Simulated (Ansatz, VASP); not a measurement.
# Hf3C2 in VASP and in Ansatz

```xyz
10
Lattice="8.3781 0.0000 0.0000 0.0000 8.3781 0.0000 0.0000 0.0000 8.3781" Properties=species:S:1:pos:R:3 pbc="T T T"
Hf    6.4109    4.1891    4.1891
Hf    1.9672    4.1891    4.1891
Hf    4.1891    6.4109    4.1891
Hf    4.1891    1.9672    4.1891
Hf    4.1891    4.1891    6.4109
Hf    4.1891    4.1891    1.9672
C     0.0000    4.1891    4.1891
C     4.1891    0.0000    4.1891
C     4.1891    4.1891    0.0000
C     0.0000    0.0000    0.0000
```

Alike in both runs: functional PBE; k mesh 4 × 4 × 4; occupations gaussian, width 0.1 eV; no spin polarisation.

Ansatz relaxed the structure, and its values are those at the end. VASP's run is a single point on that final structure, the one shown.

|  | VASP | Ansatz |
| --- | --- | --- |
| version | VASP 6.6.1 | Ansatz 0.2.0 |
| potentials or method | VASP PAW PBE potentials, release 64 (Hf_pv, C), cutoff 520 eV | scalar-relativistic, plane waves, PAW |
| valence electrons in the cell | 76 | 172 |

|  | VASP | Ansatz | Ansatz less VASP |
| --- | --- | --- | --- |
| gap on the k mesh at the Fermi level (eV) | none | none | - |
| pressure (GPa) | 0.2 | 0.2 | +0.01 |
| rms of the force components (eV/Å) | 0.007 | 0.010 | +0.0032 |

A gap of «none» marks a metal or a gap that the smearing closes. The functional is the same, so the differences come from potentials, cutoffs and numerics. VASP's potentials hold 76 valence electrons a cell and Ansatz's 172, so a difference there can come from the potentials and not from the codes.

Neither program's run includes spin-orbit coupling.
